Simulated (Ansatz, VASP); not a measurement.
# HfB2 in VASP and in Ansatz

Contents of INCAR:

```
  PREC = Accurate
  ENCUT = 520
  EDIFF = 1E-6
  ISMEAR = 0
  SIGMA = 0.05
  LREAL = F
  LASPH = T
  NELM = 60
  ALGO = Normal
  ISIF = 2
  LWAVE = F
  LCHARG = F
  GGA = PE
  NBANDS = 15
```

Contents of KPOINTS:

```
regular mesh
0
Gamma
  12 12 10
```

File POSCAR:

```
HfB2
1.0
    3.1400000000      0.0000000000      0.0000000000
   -1.5700000000      2.7193197679      0.0000000000
    0.0000000000      0.0000000000      3.4800000000
Hf B
1 2
Direct
    0.0045341104      0.0081081978      0.0128881134
    0.3333333333      0.6666666667      0.5000000000
    0.6666666667      0.3333333333      0.5000000000
```

Input for Ansatz:

```yaml
crystal:
  lattice:
    - [3.14, 0.0, 0.0]
    - [-1.57, 2.7193197679, 0.0]
    - [0.0, 0.0, 3.48]
  atoms:
    - { symbol: Hf, position: [0.0045341104, 0.0081081978, 0.0128881134] }
    - { symbol: B, position: [0.3333333333, 0.6666666667, 0.5] }
    - { symbol: B, position: [0.6666666667, 0.3333333333, 0.5] }
basis:
  ecutwfc: 500
  fft_grid_basis: typed
kpoints:
  mp_grid: { grid: [12, 12, 10] }
hamiltonian:
  xc: pbe
  pseudopotentials: { kind: paw }
scf:
  occupations: { method: gaussian, width: 0.05 }
output:
  forces: true
  stress: true
  eigenvalues: true
  bader: true
  write_density: true
  volumetric_format: npy
```

Alike in both runs: task single point; functional PBE; k mesh 12 × 12 × 10; occupations gaussian, width 0.05 eV; no spin polarisation.

```csv
,VASP,Ansatz
version,VASP 6.6.1,Ansatz 0.2.0
potentials or method,"VASP PAW PBE potentials, release 64 (Hf_pv, B), cutoff 520 eV","scalar-relativistic, plane waves, PAW"
valence electrons in the cell,16,32
```

```csv
,VASP,Ansatz,Ansatz less VASP
gap on the k mesh at the Fermi level (eV),none,none,-
pressure (GPa),1.3,1.6,+0.36
"traceless stress, the component that is largest in VASP (GPa)",0.25,0.25,-0.002
rms of the force components (eV/Å),0.312,0.312,-0.0003
```

Atom by atom the forces differ by 0.001 eV/Å (rms over components). A gap of «none» marks a metal or a gap that the smearing closes. VASP's potentials hold 16 valence electrons a cell and Ansatz's 32, so a difference there can come from the potentials and not from the codes.

Neither program's run includes spin-orbit coupling.
